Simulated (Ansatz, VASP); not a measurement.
## TaTiN in VASP and in Ansatz

Contents of INCAR:

```
PREC = Accurate
ENCUT = 600
EDIFF = 1E-6
ISMEAR = 0
SIGMA = 0.1
LREAL = F
LASPH = T
NELM = 100
ALGO = Fast
ISIF = 3
LWAVE = F
LCHARG = F
GGA = PE
IBRION = 2
NSW = 100
EDIFFG = -0.01
```

KPOINTS

```
regular mesh
0
Gamma
  10 10 6
```

The input POSCAR:

```
TaTiN
1.0
    3.5800716430      0.0000000000      0.0000000000
    0.0000000000      3.5800716430      0.0000000000
    0.0000000000      0.0000000000      6.1873217016
Ti Ta N
2 2 2
Direct
    0.5000000000      0.0000000000      0.3748608500
    0.0000000000      0.5000000000      0.6251391500
    0.5000000000      0.5000000000      0.0000000000
    0.0000000000      0.0000000000      0.0000000000
    0.0000000000      0.5000000000      0.2776517054
    0.5000000000      0.0000000000      0.7223482946
```

Input for Ansatz:

```yaml
crystal:
  lattice:
    - [3.580071643, 0.0, 0.0]
    - [0.0, 3.580071643, 0.0]
    - [0.0, 0.0, 6.1873217016]
  atoms:
    - { symbol: Ti, position: [0.5, 0.0, 0.37486085] }
    - { symbol: Ti, position: [0.0, 0.5, 0.62513915] }
    - { symbol: Ta, position: [0.5, 0.5, 0.0] }
    - { symbol: Ta, position: [0.0, 0.0, 0.0] }
    - { symbol: "N", position: [0.0, 0.5, 0.2776517054] }
    - { symbol: "N", position: [0.5, 0.0, 0.7223482946] }
basis:
  ecutwfc: 420
kpoints:
  mp_grid: { grid: [10, 10, 6] }
hamiltonian:
  xc: pbe
scf:
  occupations: { method: gaussian, width: 0.1 }
output:
  forces: true
  stress: true
  eigenvalues: true
relax:
  adjacent_minimum: "off"
  f_tol: 0.01
  max_steps: 80
  cell: { stress_tol: 0.05 }
```

Change from the starting cell: species swapped into the PrTiGe type (P4/nmm, No. 129).

Alike in both runs: task relaxation of cell and atoms; functional PBE; k mesh 10 × 10 × 6; occupations gaussian, width 0.1 eV; no spin polarisation.

```csv
,VASP,Ansatz
version,VASP 6.6.1,Ansatz 0.2.0
potentials or method,"VASP PAW PBE potentials, release 64 (Ti_sv, Ta_pv, N), cutoff 600 eV","scalar-relativistic, plane waves, PAW"
valence electrons in the cell,56,60
```

```tsv
	VASP	Ansatz	Ansatz less VASP
gap on the k mesh at the Fermi level, each at its own relaxed structure (eV)	none	none	-
relaxed volume (Å³/atom)	13.23	13.21	-0.020
relaxed length of the cell vector where the two differ most in proportion (Å)	3.587	3.585	-0.0021
```

A gap of «none» marks a metal or a gap that the smearing closes. VASP's potentials hold 56 valence electrons a cell and Ansatz's 60, so a difference there can come from the potentials and not from the codes.

Neither program's run includes spin-orbit coupling.
